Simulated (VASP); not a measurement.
Here is a VASP 6.6.1 calculation.

Contents of INCAR:

```
SYSTEM = Al
  PREC = Accurate
  ENCUT = 520
  EDIFF = 1E-6
  ISMEAR = -1
  SIGMA = 0.05
  LREAL = .False.
  LASPH = .True.
  NELM = 100
  ALGO = Fast
  ISIF = 2
  LWAVE = .False.
  LCHARG = .False.
  GGA = CA
  NBANDS = 8
```

File KPOINTS:

```
Automatic mesh
0
Gamma
  12 12 12
  0 0 0
```

POSCAR

```
Al
1.0
   -1.5805390481      1.5805390481      1.5805390481
    1.5805390481     -1.5805390481      1.5805390481
    1.5805390481      1.5805390481     -1.5805390481
Al
1
Direct
    0.0000000000      0.0000000000      0.0000000000
```

Potentials or basis: VASP PAW LDA potentials, release 64 (Al).

The run is started by

```bash
$ cat potpaw_LDA.64/Al/POTCAR > POTCAR
$ mpirun -np 1 vasp_std > vasp.out
```

Q: What does it give for the pressure?

A: 2.2 GPa.
